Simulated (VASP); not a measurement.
CsBr: single point with PBE0

Crystal: CsBr.

```
CELL_PARAMETERS angstrom
4.31996 0.00000 0.00000
0.00000 4.31996 0.00000
0.00000 0.00000 4.31996
ATOMIC_POSITIONS crystal
Cs 0.00000 0.00000 0.00000
Br 0.50000 0.50000 0.50000
```

```json
{
 "Program": "VASP 6.6.1",
 "Task": "single point",
 "Functional": "PBE0",
 "Potentials or basis": "VASP PAW PBE potentials, release 64 (Cs_sv, Br)",
 "Cutoff": "400 eV",
 "k mesh": "4 × 4 × 4",
 "Occupations": "gaussian, width 0.01 eV",
 "Spin": "no spin polarisation",
 "Dipole correction": "no",
 "Grid for exact exchange (PRECFOCK)": "Normal",
 "Further INCAR settings": "ALGO = Normal; EDIFF = 1e-06; NBANDS = 15"
}
```

The pressure is 0.2 GPa and the band gap on the k mesh is 6.31 eV, indirect (least direct gap 6.32 eV).

Levels at points of the mesh, in eV from the valence-band top:
| k point | band 4 | band 5 | band 6 | band 7 | band 8 | band 9 | band 10 | band 11 | band 12 | band 13 |
| --- | --- | --- | --- | --- | --- | --- | --- | --- | --- | --- |
| (0.00, 0.00, 0.00) | -6.73 | -6.73 | -0.01 | -0.01 | -0.01 | 6.31 | 6.82 | 6.82 | 11.23 | 11.23 |
| (0.50, 0.00, 0.00) | -6.62 | -6.62 | -1.37 | -0.21 | -0.21 | 7.90 | 9.23 | 9.60 | 10.26 | 10.96 |
| (0.50, 0.50, 0.00) | -7.33 | -6.56 | -0.62 | -0.62 | 0.00 | 7.16 | 7.41 | 9.24 | 9.24 | 13.06 |
| (0.50, 0.50, 0.50) | -7.13 | -7.13 | -1.21 | -1.21 | -1.21 | 10.34 | 10.34 | 10.34 | 11.06 | 11.06 |

It took 2.5 min on 1 thread of Intel(R) Xeon(R) 6975P-C (Granite Rapids), on a shared host, peak memory 0.16 GiB.

Caveat: the PAW data sets were made with another functional, which shifts forces and pressure a little; spin-orbit coupling is left out, which moves the levels of the heavy elements.
